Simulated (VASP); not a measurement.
# NdH2 (Fm-3m) in VASP: notebook

The runs below take NdH2 through single point, with PBEsol.

All numbers are computed with VASP 6.6.1; they aren't measurements. Logs are shortened: lines on timing, memory, paths and dates and some standing lists are left out, and cuts for length are marked.

**1. The cell of the first run**

Symmetry: Fm-3m, No. 225, cubic system. Conventional cell: a = 5.358 Å, b = 5.358 Å, c = 5.358 Å, α = 90.00°, β = 90.00°, γ = 90.00°. Nd (site symmetry m-3m) has 8 H at 2.32 Å within 3.1 Å. Within 3.1 Å of H (site symmetry -43m) lie 4 Nd at 2.32 Å and 6 H at 2.68 Å.

**2. Single point, PBEsol, collinear spin, ferromagnetic start (12.82 Å³/atom)**

INCAR

```
ALGO = Normal
EDIFF = 1E-7
ENCUT = 520
GGA = PS
ISIF = 2
ISMEAR = -1
ISPIN = 2
LASPH = T
LCHARG = F
LMAXMIX = 6
LORBIT = 11
LREAL = F
LWAVE = F
MAGMOM = 3 0 0
NBANDS = 19
NELM = 150
PREC = Accurate
SIGMA = 0.05
```

KPOINTS

```
k-points
0
Gamma
  8 8 8
```

POSCAR

```
NdH2
1.0
    0.0000000000      2.6791680073      2.6791680073
    2.6791680073      0.0000000000      2.6791680073
    2.6791680073      2.6791680073      0.0000000000
Nd H
1 2
Direct
    0.0000000000      0.0000000000      0.0000000000
    0.7500000000      0.7500000000      0.7500000000
    0.2500000000      0.2500000000      0.2500000000
```

Potentials or basis: VASP PAW PBE potentials, release 64 (Nd, H).

Run with:

```bash
> cat potpaw_PBE.64/Nd/POTCAR potpaw_PBE.64/H/POTCAR > POTCAR
> mpirun -np 1 vasp_std > vasp.out
```

OUTCAR:

```text
EDIFF = 1E-7
   ENCUT = 520
   GGA = PS
   ISIF = 2
   ISMEAR = -1
   ISPIN = 2
   LASPH = T
   LORBIT = 11
   LREAL = F
   NELM = 150
   PREC = Accurate

 ion  position               nearest neighbor table
   1  0.000  0.000  0.000-
   2  0.750  0.750  0.750-
   3  0.250  0.250  0.250-

  LATTYP: Found a face centered cubic cell.
 ALAT       =     5.3583360146

  Lattice vectors:

 A1 = (   0.0000000000,   2.6791680073,   2.6791680073)
 A2 = (   2.6791680073,   0.0000000000,   2.6791680073)
 A3 = (   2.6791680073,   2.6791680073,   0.0000000000)

Analysis of symmetry for initial positions (statically):
=====================================================================
 Subroutine PRICEL returns:
 Original cell was already a primitive cell.

 Routine SETGRP: Setting up the symmetry group for a
 face centered cubic supercell.

 Subroutine GETGRP returns: Found 48 space group operations
 (whereof 48 operations were pure point group operations)
 out of a pool of 48 trial point group operations.

The static configuration has the point symmetry O_h .

Analysis of symmetry for dynamics (positions and initial velocities):
=====================================================================
 Subroutine PRICEL returns:
 Original cell was already a primitive cell.

 Routine SETGRP: Setting up the symmetry group for a
 face centered cubic supercell.

 Subroutine GETGRP returns: Found 48 space group operations
 (whereof 48 operations were pure point group operations)
 out of a pool of 48 trial point group operations.

The dynamic configuration has the point symmetry O_h .

Analysis of structural, dynamic, and magnetic symmetry:
=====================================================================
 Subroutine PRICEL returns:
 Original cell was already a primitive cell.

 Routine SETGRP: Setting up the symmetry group for a
 face centered cubic supercell.

 Subroutine GETGRP returns: Found 48 space group operations
 (whereof 48 operations were pure point group operations)
 out of a pool of 48 trial point group operations.

The overall configuration has the point symmetry O_h .

 Subroutine INISYM returns: Found 48 space group operations
 (whereof 48 operations are pure point group operations),
 and found     1 'primitive' translations

[... 119 lines left out ...]
  Thomas-Fermi vector in A             =   2.357254
   LORBIT       =     11    0 simple, 1 ext, 2 COOP (PROOUT), +10 PAW based schemes
   GGA     = PS    functional components
   LHFCALC =     F    Hartree Fock is set to
   AEXX    =    0.0000 exact exchange contribution
   IVDW    =     0    specifies the selected vdW correction
   LEPSILON=     F    determine dielectric tensor
   LRPA    =     F    only Hartree local field effects (RPA)
 spin polarized calculation
  energy-cutoff  :      520.00
  volume of cell :       38.46
 maximum number of plane-waves:      1056
   NGX = 15   NGY = 15   NGZ = 15

 number of electron      16.0000002 magnetization       3.7096766

 Free energy of the ion-electron system (eV)
  ---------------------------------------------------
  ext. energy  EPLUGINS =         0.00000000
  ---------------------------------------------------
  free energy    TOTEN  =       -15.36796065 eV

  energy without entropy =      -15.34669124  energy(sigma->0) =      -15.35732595

 E-fermi :   4.0348     XC(G=0): -10.2509

 val. band max:        4.0233561670   @ k =   0.2500   0.1250   0.0000
 cond. band min:       4.0424237945   @ k =   0.3750   0.0000   0.0000
 fundamental gap:      0.0190676275
 Fermi energy:         4.0347617771

 spin component 1

 k-point     1 :       0.0000    0.0000    0.0000
  band No.  band energies     occupation
      1     -33.0620      1.00000
      2     -13.8354      1.00000
      3     -13.8354      1.00000
      4     -13.8354      1.00000
      5      -2.8686      1.00000
      6       1.9530      1.00000
[... 517 lines left out ...]
     18      11.1325      0.00000
     19      11.8135      0.00000

 [... further k-points ...]

 spin component 2

 k-point     1 :       0.0000    0.0000    0.0000
  band No.  band energies     occupation
      1     -31.5468      1.00000
      2     -12.6294      1.00000
      3     -12.6294      1.00000
      4     -12.6294      1.00000
      5      -2.4366      1.00000
      6       2.2049      1.00000
[... 517 lines left out ...]
     18      11.9612      0.00000
     19      12.7650      0.00000

 [... further k-points ...]

------------------------ aborting loop because EDIFF is reached ----------------------------------------

  FORCE on cell =-STRESS in cart. coord.  units (eV):
  Direction    XX          YY          ZZ          XY          YZ          ZX
  --------------------------------------------------------------------------------------
  -------------------------------------------------------------------------------------
  Total        0.5805743      0.5805743      0.5805743      0.0000000      0.0000000      0.0000000
  in kB       24.1845798     24.1845798     24.1845798      0.0000000      0.0000000      0.0000000
  external PRESSURE =      24.1845798 kB  Pullay stress =       0.0000000 kB

 VOLUME and BASIS-vectors are now :
 -----------------------------------------------------------------------------
  energy-cutoff  :      520.00
  volume of cell :       38.46
      direct lattice vectors                 reciprocal lattice vectors
     0.000000000  2.679168007  2.679168007    -0.186625101  0.186625101  0.186625101
     2.679168007  0.000000000  2.679168007     0.186625101 -0.186625101  0.186625101
     2.679168007  2.679168007  0.000000000     0.186625101  0.186625101 -0.186625101

 POSITION                                       TOTAL-FORCE (eV/Angst)
 -----------------------------------------------------------------------------------
      0.00000      0.00000      0.00000         0.000000      0.000000      0.000000
      4.01875      4.01875      4.01875         0.000000     -0.000000      0.000000
      1.33958      1.33958      1.33958        -0.000000      0.000000     -0.000000
 -----------------------------------------------------------------------------------
    total drift:                               -0.000000     -0.000000      0.000000

  FREE ENERGIE OF THE ION-ELECTRON SYSTEM (eV)
  ---------------------------------------------------
  free  energy   TOTEN  =       -15.3679606479 eV

  energy  without entropy=      -15.3466912433  energy(sigma->0) =      -15.35732595

 total charge

# of ion       s       p       d       f       tot
--------------------------------------------------
    1        1.983   5.425   0.492   3.211  11.111
    2        0.548   0.006   0.000   0.000   0.554
    3        0.548   0.006   0.000   0.000   0.554
--------------------------------------------------
tot          3.079   5.436   0.492   3.211  12.218

 magnetization (x)

# of ion       s       p       d       f       tot
--------------------------------------------------
    1       -0.008  -0.103   0.118   3.122   3.129
    2       -0.018   0.002   0.000   0.000  -0.016
    3       -0.018   0.002   0.000   0.000  -0.016
--------------------------------------------------
tot         -0.044  -0.099   0.118   3.122   3.098
```

It took 88 s on 1 thread of Intel Xeon Platinum 8259CL at 2.50GHz (Skylake/Cascade Lake), shared host; peak memory 0.2 GiB.

Results:

- Free energy: -15.3680 eV
- Pressure: 2.4 GPa
- Net moment: 3.71 μB per cell
- Site moments: Nd +3.13; H -0.02 μB
- Valence electrons inside the program's atomic spheres: Nd 11.11; H 0.55

Caveat: the magnetic or orbital state may not be the lowest; the PAW data sets were made with another functional, which shifts forces and pressure a little; spin-orbit coupling is left out, which moves the levels of the heavy elements; semilocal functionals describe open f shells poorly, which spoils levels, moments and volumes.

**3. Single point, PBEsol, collinear spin, ferromagnetic start (13.09 Å³/atom)**

This run uses another cell than the first one, of 13.09 Å³/atom.

INCAR

```
SYSTEM = NdH2
PREC = Accurate ; ENCUT = 520
EDIFF = 1E-6 ; ISMEAR = -1
SIGMA = 0.05 ; LREAL = .False.
LASPH = .True. ; NELM = 150
ALGO = Normal ; ISIF = 2
LWAVE = .False. ; LCHARG = .True.
ISPIN = 2 ; MAGMOM = 3 0 0
LORBIT = 11 ; LMAXMIX = 6
GGA = PS ; LELF = .True.
LVHAR = .True. ; NBANDS = 19
```

KPOINTS

```
regular mesh
0
Gamma
  8 8 8
  0 0 0
```

POSCAR

```
NdH2
1.0
    0.0000000000      2.6980360093      2.6980360093
    2.6980360093      0.0000000000      2.6980360093
    2.6980360093      2.6980360093      0.0000000000
Nd H
1 2
Direct
    0.0000000000      0.0000000000      0.0000000000
    0.7500000000      0.7500000000      0.7500000000
    0.2500000000      0.2500000000      0.2500000000
```

Potentials or basis: VASP PAW PBE potentials, release 64 (Nd, H).

Run with:

```bash
> cat potpaw_PBE.64/Nd/POTCAR potpaw_PBE.64/H/POTCAR > POTCAR
> mpirun -np 1 vasp_std > vasp.out
```

OUTCAR:

```text
SYSTEM = NdH2
   PREC = Accurate
   ENCUT = 520
   EDIFF = 1E-6
   ISMEAR = -1
   LREAL = .False.
   LASPH = .True.
   NELM = 150
   ISIF = 2
   ISPIN = 2
   LORBIT = 11
   GGA = PS

 ion  position               nearest neighbor table
   1  0.000  0.000  0.000-
   2  0.750  0.750  0.750-
   3  0.250  0.250  0.250-

  LATTYP: Found a face centered cubic cell.
 ALAT       =     5.3960720186

  Lattice vectors:

 A1 = (   0.0000000000,   2.6980360093,   2.6980360093)
 A2 = (   2.6980360093,   0.0000000000,   2.6980360093)
 A3 = (   2.6980360093,   2.6980360093,   0.0000000000)

Analysis of symmetry for initial positions (statically):
=====================================================================
 Subroutine PRICEL returns:
 Original cell was already a primitive cell.

 Routine SETGRP: Setting up the symmetry group for a
 face centered cubic supercell.

 Subroutine GETGRP returns: Found 48 space group operations
 (whereof 48 operations were pure point group operations)
 out of a pool of 48 trial point group operations.

The static configuration has the point symmetry O_h .

Analysis of symmetry for dynamics (positions and initial velocities):
=====================================================================
 Subroutine PRICEL returns:
 Original cell was already a primitive cell.

 Routine SETGRP: Setting up the symmetry group for a
 face centered cubic supercell.

 Subroutine GETGRP returns: Found 48 space group operations
 (whereof 48 operations were pure point group operations)
 out of a pool of 48 trial point group operations.

The dynamic configuration has the point symmetry O_h .

Analysis of structural, dynamic, and magnetic symmetry:
=====================================================================
 Subroutine PRICEL returns:
[... 154 lines left out ...]
  free energy    TOTEN  =       -15.37758323 eV

  energy without entropy =      -15.35780243  energy(sigma->0) =      -15.36769283

 E-fermi :   3.9238     XC(G=0): -10.1535

 val. band max:        3.9117716120   @ k =   0.2500   0.1250   0.0000
 cond. band min:       3.9263742130   @ k =   0.3750   0.0000   0.0000
 fundamental gap:      0.0146026010
 Fermi energy:         3.9238157212

 spin component 1

 k-point     1 :       0.0000    0.0000    0.0000
  band No.  band energies     occupation
      1     -33.2026      1.00000
      2     -14.0041      1.00000
      3     -14.0041      1.00000
      4     -14.0040      1.00000
      5      -2.9490      1.00000
      6       1.8678      1.00000
[... 517 lines left out ...]
     18      10.8381      0.00000
     19      11.5682      0.00000

 [... further k-points ...]

 spin component 2

 k-point     1 :       0.0000    0.0000    0.0000
  band No.  band energies     occupation
      1     -31.6790      1.00000
      2     -12.7922      1.00000
      3     -12.7922      1.00000
      4     -12.7922      1.00000
      5      -2.5171      1.00000
      6       2.1133      1.00000
[... 517 lines left out ...]
     18      11.6690      0.00000
     19      12.5308      0.00000

 [... further k-points ...]

------------------------ aborting loop because EDIFF is reached ----------------------------------------

  FORCE on cell =-STRESS in cart. coord.  units (eV):
  Direction    XX          YY          ZZ          XY          YZ          ZX
  --------------------------------------------------------------------------------------
  -------------------------------------------------------------------------------------
  Total        0.2665567      0.2665567      0.2665567      0.0000000      0.0000000     -0.0000000
  in kB       10.8724402     10.8724402     10.8724402      0.0000000      0.0000000     -0.0000000
  external PRESSURE =      10.8724402 kB  Pullay stress =       0.0000000 kB

 VOLUME and BASIS-vectors are now :
 -----------------------------------------------------------------------------
  energy-cutoff  :      520.00
  volume of cell :       39.28
      direct lattice vectors                 reciprocal lattice vectors
     0.000000000  2.698036009  2.698036009    -0.185319988  0.185319988  0.185319988
     2.698036009  0.000000000  2.698036009     0.185319988 -0.185319988  0.185319988
     2.698036009  2.698036009  0.000000000     0.185319988  0.185319988 -0.185319988

 POSITION                                       TOTAL-FORCE (eV/Angst)
 -----------------------------------------------------------------------------------
      0.00000      0.00000      0.00000        -0.000000     -0.000000      0.000000
      4.04705      4.04705      4.04705        -0.000000     -0.000000     -0.000000
      1.34902      1.34902      1.34902         0.000000      0.000000      0.000000
 -----------------------------------------------------------------------------------
    total drift:                               -0.000000     -0.000000      0.000000

  FREE ENERGIE OF THE ION-ELECTRON SYSTEM (eV)
  ---------------------------------------------------
  free  energy   TOTEN  =       -15.3775832274 eV

  energy  without entropy=      -15.3578024322  energy(sigma->0) =      -15.36769283

 total charge

# of ion       s       p       d       f       tot
--------------------------------------------------
    1        1.982   5.426   0.478   3.220  11.106
    2        0.544   0.005   0.000   0.000   0.549
    3        0.544   0.005   0.000   0.000   0.549
--------------------------------------------------
tot          3.070   5.437   0.478   3.220  12.205

 magnetization (x)

# of ion       s       p       d       f       tot
--------------------------------------------------
    1       -0.009  -0.104   0.120   3.137   3.144
    2       -0.018   0.002   0.000   0.000  -0.016
    3       -0.018   0.002   0.000   0.000  -0.016
--------------------------------------------------
tot         -0.044  -0.100   0.120   3.137   3.112
```

Wall time 87 s (1 thread of Intel Xeon Platinum 8259CL at 2.50GHz (Skylake/Cascade Lake), shared host); peak memory 0.2 GiB.

Results:

```
Free energy                                           : -15.3776 eV
Pressure                                              : 1.1 GPa
Net moment                                            : 3.73 μB per cell
Site moments                                          : Nd +3.14; H -0.02 μB
Valence electrons inside the program's atomic spheres : Nd 11.11; H 0.55
```

Caveat: the magnetic or orbital state may not be the lowest; the PAW data sets were made with another functional, which shifts forces and pressure a little; spin-orbit coupling is left out, which moves the levels of the heavy elements; semilocal functionals describe open f shells poorly, which spoils levels, moments and volumes.
